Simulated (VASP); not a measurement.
Runs of VASP 6.6.1 on Pt. The structure is that of space group Pm-3m (No. 221), or close to it. The cells are those of the table. 

| task | cell | cutoff (eV) | gap on the mesh (eV) | pressure (GPa) |
| --- | --- | --- | --- | --- |
| single point | a = 2.554 Å, 1 atom | 520 | none | 9.5 |
| single point | a = 2.524 Å, 1 atom | 520 | none | 19.5 |
| relaxation of cell and atoms | relaxed to 30 GPa from a = 2.550 Å, 1 atom | 600 | none | 30.0 |
| relaxation of cell and atoms | relaxed to 20 GPa from a = 2.550 Å, 1 atom | 600 | none | 19.9 |
| single point | a = 2.589 Å, 1 atom | 520 | none | -0.4 |
| relaxation of cell and atoms | relaxed to 10 GPa from a = 2.550 Å, 1 atom | 600 | none | 10.0 |
| single point | a = 2.499 Å, 1 atom | 520 | none | (a) |
| relaxation of cell and atoms | relaxed from a = 2.550 Å, 1 atom | 600 | none | 0.0 |

Alike in all rows: level PBEsol; potentials or basis VASP PAW PBE potentials, release 64 (Pt); no spin polarisation; k mesh 9 × 9 × 9; smearing fermi-dirac 0.1 eV.

Problem. Estimate the missing entries.

Solution. (a) 29.4.

Caveats: the PAW data sets were made with another functional, which shifts forces and pressure a little; spin-orbit coupling is left out, which moves the levels of the heavy elements; the cell is relaxed towards a set pressure, so the enthalpy falls and the energy may rise (some runs).

A k mesh can miss the band edges, and the runs leave out spin-orbit coupling on Pt.

A gap of «none» marks levels without a gap at the run's occupations.
